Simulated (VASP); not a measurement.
The system is HPbNO4.

```
H Pb N O
1.0
     4.19923    0.11117    0.16817
     1.91600    3.89132    0.12568
     1.76085    1.25259    6.37266
H Pb N O
1 1 1 4
Direct
  0.89145 0.68202 0.62796
  0.14426 0.92872 0.88352
  0.25670 0.28861 0.30171
  0.83108 0.65056 0.78405
  0.38694 0.22380 0.11295
  0.31104 0.03576 0.45856
  0.07726 0.60633 0.32275
```

Program: VASP 6.6.1. Alike in all runs: task single point; potentials or basis VASP PAW PBE potentials, release 64 (H, Pb_d, N, O); no spin polarisation; cell as given; cutoff (eV) 520; smearing fermi-dirac 0.05 eV.

Order these runs on this cell by their band gap on the k mesh, lowest first.
A. level r2SCAN; k mesh 5 × 5 × 4
B. level BLYP; k mesh 7 × 7 × 5
C. level r2SCANh; k mesh 3 × 3 × 2; grid for exact exchange (PRECFOCK) Fast; share of exact exchange 0.1

B (2.74 eV), A (3.17 eV), C (3.95 eV).

Caveats: some runs use coarse meshes; the standard files for N, O and F lose accuracy on very short bonds; spin-orbit coupling is left out, which moves the levels of the heavy elements; an odd mesh through Γ misses points on the zone boundary, where band edges can lie.
